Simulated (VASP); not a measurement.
A run of VASP 6.6.1 is set up as follows.

The input INCAR:

```
SYSTEM = HfN
PREC = Accurate
ENCUT = 520
EDIFF = 1E-6
ISMEAR = -1
SIGMA = 0.05
LREAL = .FALSE.
LASPH = .TRUE.
NELM = 80
ALGO = Normal
ISIF = 2
LWAVE = .FALSE.
LCHARG = .TRUE.
GGA = PS
LELF = .TRUE.
LVHAR = .TRUE.
NBANDS = 14
```

File KPOINTS:

```
regular mesh
0
G
  9 9 9
  0 0 0
```

Contents of POSCAR:

```
HfN
1.0
    0.0000000000      2.4332852075      2.4332852075
    2.4332852075      0.0000000000      2.4332852075
    2.4332852075      2.4332852075      0.0000000000
Hf N
1 1
Direct
    0.0000000000      0.0000000000      0.0000000000
    0.2500000000      0.2500000000      0.2500000000
```

Potentials or basis: VASP PAW PBE potentials, release 64 (Hf_pv, N).

The run is started by

```console
$ cat potpaw_PBE.64/Hf_pv/POTCAR potpaw_PBE.64/N/POTCAR > POTCAR
$ mpirun -np 1 vasp_std > vasp.out
```

Task: What does it give for the pressure?

Result: -0.8 GPa.

Caveat: the PAW data sets were made with another functional, which shifts forces and pressure a little.
